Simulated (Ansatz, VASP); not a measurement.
## One calculation of AlN, two programs

```
Al N
1.0
     3.13016    0.00000    0.00000
    -1.56508    2.71080    0.00000
     0.00000    0.00000    5.01811
Al N
2 2
Direct
  0.33333 0.66667 0.99724
  0.66667 0.33333 0.49724
  0.33333 0.66667 0.37876
  0.66667 0.33333 0.87876
```

Alike in both runs: functional PBE; k mesh 13 × 13 × 7; occupations fermi-dirac, width 0.05 eV; no spin polarisation.

Ansatz relaxed the structure, and its values are those at the end. VASP's run is a single point on that final structure, the one shown.

|  | VASP | Ansatz |
| --- | --- | --- |
| version | VASP 6.6.1 | Ansatz 0.2.0 |
| potentials or method | VASP PAW PBE potentials, release 64 (Al, N) | PAW with Ansatz's default frozen-core files, scalar-relativistic |
| plane-wave cutoff (eV) | 520 | 420 |
| valence electrons in the cell | 16 | 16 |

|  | VASP | Ansatz | Ansatz less VASP |
| --- | --- | --- | --- |
| gap on the k mesh at the Fermi level (eV) | 4.04 | 4.03 | -0.010 |
| pressure (GPa) | -0.2 | 0.0 | +0.26 |

With one functional, cell and mesh, what is left measures potentials, basis and numerics.
